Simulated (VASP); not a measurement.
A run of VASP 6.6.1 is set up as follows.

INCAR

```
PREC = Accurate ; ENCUT = 520
EDIFF = 1E-6 ; ISMEAR = -1
SIGMA = 0.1 ; LREAL = False
LASPH = True ; NELM = 60
ALGO = Normal ; ISIF = 2
LWAVE = False ; LCHARG = False
GGA = RE ; NBANDS = 13
```

File KPOINTS:

```
Automatic mesh
0
Gamma
  15 15 15
```

File POSCAR:

```
Mo
1.0
    0.0000000000      2.0856513933      2.0856513933
    2.0856513933      0.0000000000      2.0856513933
    2.0856513933      2.0856513933      0.0000000000
Mo
1
Direct
    0.0000000000      0.0000000000      0.0000000000
```

Potentials or basis: VASP PAW PBE potentials, release 64 (Mo_sv).

Run with:

```sh
$ cat potpaw_PBE.64/Mo_sv/POTCAR > POTCAR
$ mpirun -np 1 vasp_std > vasp.out
```

(1) Estimate the pressure.

(2) Estimate the band gap on the k mesh.

Results:

(1) -20.2 GPa.

(2) zero (band 7 reaches 13.24 eV, above the bottom of band 8 at 9.47 eV).

Caveat: the PAW data sets were made with another functional, which shifts forces and pressure a little.
